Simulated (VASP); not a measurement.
Crystal: LiH.

```
CELL_PARAMETERS angstrom
4.99142 0.00000 0.00000
0.00000 3.11964 0.00000
0.00000 0.00000 5.40337
ATOMIC_POSITIONS crystal
Li 0.00000 0.00000 0.00000
Li 0.00000 0.50000 0.50000
H 0.76000 0.00000 0.66667
H 0.24000 0.00000 0.33333
```

This cell differs from its parent crystal: atoms taken out.

* Program: VASP 6.6.1
* Task: relaxation of cell and atoms
* Functional: PBE
* Potentials or basis: VASP PAW PBE potentials, release 64 (Li_sv, H)
* Cutoff: 600 eV
* k mesh: 4 × 6 × 4
* Occupations: gaussian, width 0.1 eV
* Spin: no spin polarisation

At the start: pressure -3.5 GPa; volume 21.03 Å³/atom.

Q: Where does the relaxation end?

A: Over 41 steps the energy falls by 393.8 meV/atom and the volume is 9.66 Å³/atom (-54.1 %); space group P2/m (No. 10, to 0.1 Å) before and after.

The path:
```csv
step,energy change (eV),largest force (eV/Å),pressure (GPa),volume (Å³)
1,0.0000,1.2162,-3.48,84.14
3,-0.7619,0.2995,-0.12,64.33
5,-1.0170,0.3857,0.06,58.53
7,-1.0932,0.2256,0.06,55.48
9,-1.1026,0.0923,0.04,54.75
11,-1.1175,0.1292,0.14,54.97
13,-1.1449,0.1844,-0.72,55.62
15,-1.1549,0.3206,-1.47,56.08
17,-1.1796,0.3425,-1.80,55.36
19,-1.2363,0.3023,-2.79,51.26
21,-1.2864,0.1198,-2.61,48.74
23,-1.2944,0.1110,-2.37,47.86
25,-1.2984,0.1210,-2.11,47.11
27,-1.4269,0.1619,-1.35,44.61
29,-1.4779,0.2943,-0.19,42.09
31,-1.5186,0.0649,-0.51,41.73
33,-1.5397,0.1121,-0.05,40.36
35,-1.5434,0.1547,0.29,39.61
37,-1.5626,0.1416,0.32,38.91
39,-1.5702,0.0730,-0.08,38.94
41,-1.5754,0.0194,-0.07,38.66
```

Final structure:
```
Li H
1.0
     2.70540    0.00000    0.48795
     0.00000    2.81439    0.00000
     0.61092    0.00000    5.18717
Li H
2 2
Direct
  0.00000 0.00000 0.00000
  0.00000 0.50000 0.50000
  0.64170 0.00000 0.73617
  0.35830 0.00000 0.26383
```

Caveat: the cell differs from its parent crystal (atoms taken out); the cutoff is under 1.25 times the usual one of these potentials, so pressure, stress and relaxed cells hold a basis-set (Pulay) error; the volume moved by over 15 % at a fixed basis, so the end points are rough.
